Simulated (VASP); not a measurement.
Wanted: the native input for a VASP 6.6.1 run.

| Item | Value |
| --- | --- |
| Task | single point |
| Functional | PBE |
| Potentials or basis | VASP PAW PBE potentials, release 64 (Mg, Zn, S) |
| Cutoff | 520 eV |
| k mesh | 6 × 6 × 8 |
| Occupations | gaussian, width 0.02 eV |
| Spin | no spin polarisation |
| Dipole correction | no |
| Further INCAR settings | ALGO = Normal; EDIFF = 1e-07; NBANDS = 31 |

The structure of Mg3ZnS4 lies in POSCAR:

```
Mg3ZnS4
1.0
    3.6722489000     -5.2134568000      0.0000000000
    3.6722489000      5.2134568000      0.0000000000
    0.0000000000      0.0000000000      3.6760849000
Mg Zn S
3 1 4
Direct
    0.0000000000      0.5000000000      0.5000000000
    0.5000000000      0.0000000000      0.5000000000
    0.5000000000      0.5000000000      0.0000000000
    0.0000000000      0.0000000000      0.0000000000
    0.7500790000      0.2499210000      0.0000000000
    0.7562390000      0.7562390000      0.5000000000
    0.2437610000      0.2437610000      0.5000000000
    0.2499210000      0.7500790000      0.0000000000
```

One way to write it, as run:

INCAR

```
  ALGO = Normal
  EDIFF = 1E-7
  ENCUT = 520
  GGA = PE
  ISIF = 2
  ISMEAR = 0
  LASPH = T
  LCHARG = T
  LELF = T
  LREAL = F
  LVHAR = T
  LWAVE = F
  NBANDS = 31
  NELM = 60
  PREC = Accurate
  SIGMA = 0.02
```

KPOINTS

```
k-points
0
Gamma
  6 6 8
```

Potentials or basis: VASP PAW PBE potentials, release 64 (Mg, Zn, S).

Command:

```sh
$ cat potpaw_PBE.64/Mg/POTCAR potpaw_PBE.64/Zn/POTCAR potpaw_PBE.64/S/POTCAR > POTCAR
$ mpirun -np 1 vasp_std > vasp.out
```

It gave:

```
Pressure               : -0.2 GPa
Largest force          : 0.011 eV/Å
Band gap on the k mesh : 1.23 eV (least direct gap 1.43 eV)
```

Wall time 2.5 min on 1 thread of AMD EPYC 9R45 96-Core Processor (Zen 5) (shared host), peak memory 0.38 GiB.
